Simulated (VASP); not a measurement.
## Fe: single point with BLYP

The system is Fe.

```
Fe
1.0
     2.41769    0.00000    0.00000
    -1.20884    2.09378    0.00000
     0.00000    0.00000    7.92264
Fe
4
Direct
  0.00000 0.00000 0.00000
  0.00000 0.00000 0.50000
  0.33333 0.66667 0.25000
  0.66667 0.33333 0.75000
```

This isn't the form of Fe at room conditions, which is bcc.

| Quantity | Value |
| --- | --- |
| Program | VASP 6.6.1 |
| Task | single point |
| Functional | BLYP |
| Potentials or basis | VASP PAW PBE potentials, release 64 (Fe) |
| Cutoff | 520 eV |
| k mesh | 16 × 16 × 5 |
| Occupations | fermi-dirac, width 0.05 eV |
| Spin | collinear spin, ferrimagnetic start |
| Starting moments | [1.44, -1.095, -0.94, -0.94] μB |

* Pressure: 21.2 GPa
* Largest force: 0.031 eV/Å
* Net moment: -1.16 μB per cell
* Site moments: Fe +0.78, -0.72, -0.60 (each value once) μB
* Valence electrons inside the program's atomic spheres: Fe 7.58, 7.59 (each value once)

Forces in eV/Å, atoms in the order of the input:
```
Fe   0.000  0.000  0.000
Fe   0.000  0.000  0.000
Fe   0.000  0.000  0.031
Fe   0.000  0.000 -0.031
```

Stress tensor (GPa, compression positive):
```
22.98  0.00  0.00
 0.00 22.98  0.00
 0.00  0.00 17.62
```

Levels at points of the mesh, in eV from the Fermi level:
Spin up:
```csv
k point,band 11,band 12,band 13,band 14,band 15,band 16,band 17,band 18,band 19,band 20
"(0.00, 0.00, 0.00)",-1.59,-1.24,-1.24,-1.21,-1.21,-0.54,-0.54,0.35,0.41,0.41
"(0.50, 0.00, 0.00)",-1.18,-0.58,-0.16,0.66,1.11,1.16,1.29,1.34,1.36,1.38
```
Spin down:
```
           k point  band 13  band 14  band 15  band 16  band 17  band 18  band 19  band 20
(0.00, 0.00, 0.00)    -1.70    -1.33    -1.33    -0.69    -0.69    -0.39    -0.39     0.27
(0.50, 0.00, 0.00)    -0.61     0.63     0.79     0.82     0.85     0.99     1.04     1.06
```

It took 3.2 min on 1 thread of AMD EPYC 9R45 96-Core Processor (Zen 5), on a shared host, peak memory 0.28 GiB.

Caveat: the stress differs along the axes, from 18 to 23 GPa; the PAW data sets were made with another functional, which shifts forces and pressure a little.
